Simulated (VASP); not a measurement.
Set up this calculation in VASP 6.6.1, as the native input.

* Task: single point
* Functional: LDA
* Potentials or basis: VASP PAW LDA potentials, release 64 (Si, C)
* Cutoff: 600 eV
* k mesh: 7 × 7 × 7
* Occupations: gaussian, width 0.01 eV
* Spin: no spin polarisation
* Dipole correction: no
* Further INCAR settings: ALGO = Normal; EDIFF = 1e-06; NBANDS = 11

The structure of SiC (Moissanite 3C) lies in POSCAR:

```
SiC
1.0
    0.0000000000      2.1790000000      2.1790000000
    2.1790000000      0.0000000000      2.1790000000
    2.1790000000      2.1790000000      0.0000000000
Si C
1 1
Direct
    0.0000000000      0.0000000000      0.0000000000
    0.2500000000      0.2500000000      0.2500000000
```

These files were run (other wordings do the same):

INCAR

```
SYSTEM = SiC
PREC = Accurate
ENCUT = 600
EDIFF = 1E-6
ISMEAR = 0
SIGMA = 0.01
LREAL = .False.
LASPH = .True.
NELM = 120
ALGO = Normal
ISIF = 2
LWAVE = .False.
LCHARG = .False.
NBANDS = 11
GGA_COMPAT = .False.
```

KPOINTS

```
Automatic mesh
0
Gamma
  7 7 7
  0 0 0
```

Potentials or basis: VASP PAW LDA potentials, release 64 (Si, C).

The run is started by

```console
$ cat potpaw_LDA.64/Si/POTCAR potpaw_LDA.64/C/POTCAR > POTCAR
$ mpirun -np 1 vasp_std > vasp.out
```

It gave:

```yaml
Pressure: -4.2 GPa
Band_gap_on_the_k_mesh: 1.54 eV, indirect (least direct gap 4.63 eV)
```

Run time: 15 s on 1 thread of Intel Xeon 8259CL (shared host), peak memory 0.13 GiB.
